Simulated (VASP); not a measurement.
# RbMgSbO3 in VASP: a series of runs

Runs on RbMgSbO3. Level: PBE. Tasks: single point.

All numbers are computed with VASP 6.6.1; they aren't measurements. Logs are shortened: lines on timing, memory, paths and dates and some standing lists are left out, and cuts for length are marked.

## Step 1: The cell of the first run

The typed cell holds 6 atoms: a = 5.233 Å, b = 5.233 Å, c = 5.233 Å, α = 73.83°, β = 73.83°, γ = 73.83°.

## Step 2: Single point, PBE (atoms moved at random)

Contents of INCAR:

```
PREC = Accurate
ENCUT = 520
EDIFF = 1E-6
ISMEAR = -1
SIGMA = 0.05
LREAL = False
LASPH = True
NELM = 100
ALGO = Normal
ISIF = 2
LWAVE = False
LCHARG = True
GGA = PE
LELF = True
LVHAR = True
NBANDS = 26
```

Contents of KPOINTS:

```
Automatic mesh
0
Gamma
  6 6 6
```

Contents of POSCAR:

```
RbMgSbO3
1.0
    3.1430084492      1.8146167742      3.7695942655
   -3.1430084492      1.8146167742      3.7695942655
    0.0000000000     -3.6292335484      3.7695942655
Sb Rb Mg O
1 1 1 3
Direct
    0.5776420000      0.5647330000      0.5737850000
    0.8923250000      0.8970280000      0.8964030000
    0.3120710000      0.3133560000      0.3280520000
    0.4971450000      0.9749660000      0.4980510000
    0.9588440000      0.4932180000      0.5028050000
    0.4994790000      0.4932610000      0.9634190000
```

Potentials or basis: VASP PAW PBE potentials, release 64 (Sb, Rb_sv, Mg, O).

Command:

```console
$ cat potpaw_PBE.64/Sb/POTCAR potpaw_PBE.64/Rb_sv/POTCAR potpaw_PBE.64/Mg/POTCAR potpaw_PBE.64/O/POTCAR > POTCAR
$ mpirun -np 1 vasp_std > vasp.out
```

OUTCAR:

```text
PREC = Accurate
   ENCUT = 520
   EDIFF = 1E-6
   ISMEAR = -1
   LREAL = False
   LASPH = True
   NELM = 100
   ISIF = 2
   GGA = PE

 ion  position               nearest neighbor table
   1  0.578  0.565  0.574-   5 1.87   6 1.91   4 2.01   3 2.88   2 3.58   2 3.63   2 3.66   2 3.68
                             3 3.68
   2  0.892  0.897  0.896-   4 3.20   6 3.23   5 3.23   6 3.27   5 3.27   4 3.31   4 3.33   5 3.34
                             6 3.34   1 3.58   1 3.63   1 3.66   1 3.68   3 3.72   3 3.78   3 3.80
   3  0.312  0.313  0.328-   4 1.87   5 1.93   6 1.99   1 2.88   1 3.68   2 3.72   2 3.78   2 3.80
                             2 4.53   2 4.55   2 4.60
   4  0.497  0.975  0.498-   3 1.87   1 2.01   2 3.20   2 3.31   2 3.33
   5  0.959  0.493  0.503-   1 1.87   3 1.93   2 3.23   2 3.27   2 3.34
   6  0.499  0.493  0.963-   1 1.91   3 1.99   2 3.23   2 3.27   2 3.34

  LATTYP: Found a trigonal (rhomboedric) cell.
 ALAT       =     5.2327026550
 COS(alpha) =     0.2784457670

  Lattice vectors:

 A1 = (   3.1430084492,   1.8146167742,   3.7695942655)
 A2 = (  -3.1430084492,   1.8146167742,   3.7695942655)
 A3 = (   0.0000000000,  -3.6292335484,   3.7695942655)

Analysis of symmetry for initial positions (statically):
=====================================================================
 Subroutine PRICEL returns:
 Original cell was already a primitive cell.

 Routine SETGRP: Setting up the symmetry group for a
 trigonal (rhombohedral) supercell.

 Subroutine GETGRP returns: Found  1 space group operations
 (whereof  1 operations were pure point group operations)
 out of a pool of 12 trial point group operations.

The static configuration has the point symmetry C_1 .

Analysis of symmetry for dynamics (positions and initial velocities):
=====================================================================
 Subroutine PRICEL returns:
 Original cell was already a primitive cell.

 Routine SETGRP: Setting up the symmetry group for a
 trigonal (rhombohedral) supercell.

 Subroutine GETGRP returns: Found  1 space group operations
 (whereof  1 operations were pure point group operations)
 out of a pool of 12 trial point group operations.

The dynamic configuration has the point symmetry C_1 .

 Subroutine INISYM returns: Found  1 space group operations
 (whereof  1 operations are pure point group operations),
 and found     1 'primitive' translations

----------------------------------------------------------------------------------------

                                     Primitive cell

  volume of cell :     128.9960

  direct lattice vectors                    reciprocal lattice vectors
     3.143008449  1.814616774  3.769594265     0.159083250  0.091846757  0.088426846
    -3.143008449  1.814616774  3.769594265    -0.159083250  0.091846757  0.088426846
     0.000000000 -3.629233548  3.769594265     0.000000000 -0.183693515  0.088426846

  length of vectors
     5.232702655  5.232702655  5.232702655     0.203869111  0.203869111  0.203869111

  position of ions in fractional coordinates (direct lattice)
     0.577642000  0.564733000  0.573785000
     0.892325000  0.897028000  0.896403000
     0.312071000  0.313356000  0.328052000
     0.497145000  0.974966000  0.498051000
     0.958844000  0.493218000  0.502805000
     0.499479000  0.493261000  0.963419000

  ion indices of the primitive-cell ions
   primitive index   ion index
                 1           1
                 2           2
                 3           3
                 4           4
                 5           5
                 6           6

----------------------------------------------------------------------------------------

 KPOINTS: Automatic mesh

Automatic generation of k-mesh.
 Grid dimensions read from file:
 generate k-points for:    6    6    6

 Generating k-lattice:

  Cartesian coordinates                     Fractional coordinates (reciprocal lattice)
     0.026513875  0.015307793  0.014737808     0.166666667  0.000000000 -0.000000000
    -0.026513875  0.015307793  0.014737808     0.000000000  0.166666667 -0.000000000
     0.000000000 -0.030615586  0.014737808    -0.000000000 -0.000000000  0.166666667

  Length of vectors
     0.033978185  0.033978185  0.033978185

  Shift w.r.t. Gamma in fractional coordinates (k-lattice)
     0.000000000  0.000000000  0.000000000

 Subroutine IBZKPT returns following result:
 ===========================================

 Found    112 irreducible k-points:

 Following reciprocal coordinates:
            Coordinates               Weight
  0.000000  0.000000  0.000000      1.000000
  0.166667  0.000000 -0.000000      2.000000
  0.000000  0.166667 -0.000000      2.000000
 -0.000000 -0.000000  0.166667      2.000000
  0.333333  0.000000 -0.000000      2.000000
  0.000000  0.333333 -0.000000      2.000000
[... 16 lines left out ...]
 -0.166667  0.500000  0.000000      2.000000
  0.166667  0.000000  0.500000      2.000000
 [... further k-points ...]
   k-points           NKPTS =    112   k-points in BZ     NKDIM =    112   number of bands    NBANDS=     26
   number of dos      NEDOS =    301   number of ions     NIONS =      6
   total plane-waves  NPLWV =  64000
   dimension x,y,z NGX =    40 NGY =   40 NGZ =   40
   dimension x,y,z NGXF=    80 NGYF=   80 NGZF=   80
   ions per type =               1   1   1   3
   NGX,Y,Z   is equivalent  to a cutoff of  12.71, 12.71, 12.71 a.u.
   NGXF,Y,Z  is equivalent  to a cutoff of  25.42, 25.42, 25.42 a.u.
 SYSTEM =  unknown system
   PREC   = accura    normal or accurate (medium, high low for compatibility)
   ISTART =      0    job   : 0-new  1-cont  2-samecut
   ICHARG =      2    charge: 1-file 2-atom 10-const
   ISPIN  =      1    spin polarized calculation?
   LNONCOLLINEAR =      F non collinear calculations
   LSORBIT =      F    spin-orbit coupling
   LASPH  =      T    aspherical Exc in radial PAW
   ENCUT  =  520.0 eV  38.22 Ry    6.18 a.u.   9.73  9.73  9.73*2*pi/ulx,y,z
   NELM   =    100;   NELMIN=  2; NELMDL= -5     # of ELM steps
   EDIFF  = 0.1E-05   stopping-criterion for ELM
   LREAL  =      F    real-space projection
   EDIFFG = 0.1E-04   stopping-criterion for IOM
   NSW    =      0    number of steps for IOM
   IBRION =     -1    ionic relax: 0-MD 1-quasi-New 2-CG
   NFREE  =      0    steps in history (QN), initial steepest desc. (CG)
   ISIF   =      2    stress and relaxation
   ISYM   =      2    0-nonsym 1-usesym 2-fastsym
   POTIM  = 0.5000    time-step for ionic-motion
   TEBEG  =    0.0;   TEEND  =   0.0 temperature during run
   PSTRESS=    0.0 pullay stress
   NELECT =      34.0000    total number of electrons
   NUPDOWN=      -1.0000    fix difference up-down
   EMIN   =  10.00;   EMAX   =-10.00  energy-range for DOS
   EFERMI =   0.00;   METHOD = LEGACY
   ISMEAR =    -1;   SIGMA  =   0.05  broadening in eV -4-tet -1-fermi 0-gaus
   EFERMI_NEDOS =   21; number of points for ismear=-14 and -15
   IALGO  =     38    algorithm
   IMIX   =      4    mixing-type and parameters
     AMIX     =   0.40;   BMIX     =  1.00
     AMIX_MAG =   1.60;   BMIX_MAG =  1.00
  volume/ion in A,a.u.               =      21.50       145.08
  Fermi-wavevector in a.u.,A,eV,Ry     =   1.049645  1.983541 14.990276  1.101754
  Thomas-Fermi vector in A             =   2.184616
   LORBIT       =      0    0 simple, 1 ext, 2 COOP (PROOUT), +10 PAW based schemes
   GGA     = PE    functional components
   LHFCALC =     F    Hartree Fock is set to
   AEXX    =    0.0000 exact exchange contribution
   IVDW    =     0    specifies the selected vdW correction
   LEPSILON=     F    determine dielectric tensor
   LRPA    =     F    only Hartree local field effects (RPA)
 non-spin polarized calculation
  energy-cutoff  :      520.00
  volume of cell :      129.00
 maximum number of plane-waves:      3494
   NGX = 19   NGY = 19   NGZ = 19

 number of electron      33.9999996 magnetization

 Free energy of the ion-electron system (eV)
  ---------------------------------------------------
  ext. energy  EPLUGINS =         0.00000000
  ---------------------------------------------------
  free energy    TOTEN  =       -31.71320397 eV

  energy without entropy =      -31.71320397  energy(sigma->0) =      -31.71320397

 E-fermi :   2.7053     XC(G=0):  -8.0824

 val. band max:        1.7736714280   @ k =   0.5000   0.5000   0.5000
 cond. band min:       4.4498771906   @ k =   0.0000   0.0000   0.0000
 fundamental gap:      2.6762057627
 Fermi energy:         2.7053407581

 k-point     1 :       0.0000    0.0000    0.0000
  band No.  band energies     occupation
      1     -24.6960      2.00000
      2     -16.6597      2.00000
      3     -15.5403      2.00000
      4     -15.1923      2.00000
      5      -8.8730      2.00000
      6      -8.8368      2.00000
[... 18 lines left out ...]
     25       9.3015      0.00000
     26       9.4507      0.00000

 k-point     2 :       0.1667    0.0000   -0.0000
  band No.  band energies     occupation
      1     -24.6955      2.00000
      2     -16.6385      2.00000
      3     -15.5700      2.00000
      4     -15.1962      2.00000
      5      -8.8705      2.00000
      6      -8.8274      2.00000
[... 18 lines left out ...]
     25       9.5666      0.00000
     26       9.6902      0.00000

 k-point     3 :       0.0000    0.1667   -0.0000
  band No.  band energies     occupation
      1     -24.6954      2.00000
      2     -16.6465      2.00000
      3     -15.5395      2.00000
      4     -15.2184      2.00000
      5      -8.8632      2.00000
      6      -8.8326      2.00000
[... 572 lines left out ...]
 k-point    23 :      -0.1667    0.5000    0.0000
  band No.  band energies     occupation
      1     -24.6933      2.00000
      2     -16.5947      2.00000
      3     -15.5551      2.00000
      4     -15.2912      2.00000
      5      -8.8420      2.00000
      6      -8.8207      2.00000
[... 18 lines left out ...]
     25       9.3933      0.00000
     26       9.5971      0.00000

 k-point    24 :       0.1667    0.0000    0.5000
  band No.  band energies     occupation
      1     -24.6934      2.00000
      2     -16.5854      2.00000
      3     -15.5941      2.00000
      4     -15.2608      2.00000
      5      -8.8468      2.00000
      6      -8.8201      2.00000
[... 18 lines left out ...]
     25       9.3753      0.00000
     26       9.6139      0.00000

 [... further k-points ...]
[... 5 lines left out ...]
  --------------------------------------------------------------------------------------
  -------------------------------------------------------------------------------------
  Total        1.5455146      0.7672813      2.5060795      0.9906092     -0.1781788      1.8727462
  in kB       19.1958512      9.5299112     31.1264150     12.3037253     -2.2130454     23.2601860
  external PRESSURE =      19.9507258 kB  Pullay stress =       0.0000000 kB

 VOLUME and BASIS-vectors are now :
 -----------------------------------------------------------------------------
  energy-cutoff  :      520.00
  volume of cell :      129.00
      direct lattice vectors                 reciprocal lattice vectors
     3.143008449  1.814616774  3.769594265     0.159083250  0.091846757  0.088426846
    -3.143008449  1.814616774  3.769594265    -0.159083250  0.091846757  0.088426846
     0.000000000 -3.629233548  3.769594265     0.000000000 -0.183693515  0.088426846

 POSITION                                       TOTAL-FORCE (eV/Angst)
 -----------------------------------------------------------------------------------
      0.04057     -0.00943      6.46923        -2.217723      0.152948     -1.061603
     -0.01478     -0.00627     10.12421         0.034056     -0.036293      0.004501
     -0.00404     -0.05567      3.59423        -0.285445      0.773601      0.225986
     -1.50180      0.86377      7.42671         0.912866     -0.501578     -0.398756
      1.46347      0.81014      7.36906         1.573504      0.922190      0.874114
      0.01954     -1.69503      7.37393        -0.017259     -1.310867      0.355757
 -----------------------------------------------------------------------------------
    total drift:                               -0.000341     -0.000389     -0.000278

  FREE ENERGIE OF THE ION-ELECTRON SYSTEM (eV)
  ---------------------------------------------------
  free  energy   TOTEN  =       -31.7132039746 eV

  energy  without entropy=      -31.7132039745  energy(sigma->0) =      -31.71320397
```

It took 4.7 min on 1 thread of Intel Xeon Platinum 8375C at 2.90GHz (Ice Lake), shared host; peak memory 0.52 GiB.

What came out:

```
Free energy            : -31.7132 eV
Pressure               : 2.0 GPa
Largest force          : 2.463 eV/Å
Band gap on the k mesh : 2.68 eV, indirect (least direct gap 2.73 eV)
```

Forces on the atoms (eV/Å):
```
Sb  -2.218  0.153 -1.062
Rb   0.034 -0.036  0.005
Mg  -0.285  0.774  0.226
O    0.913 -0.502 -0.399
O    1.574  0.922  0.874
O   -0.017 -1.311  0.356
```

Caveat: the cell differs from its parent crystal (atoms moved at random); spin-orbit coupling is left out, which moves the levels of the heavy elements; forces of over 1 eV/Å act on the atoms, so gaps and moduli don't describe the material at rest. A k mesh can miss the band edges.

[end of part 1 of 2]
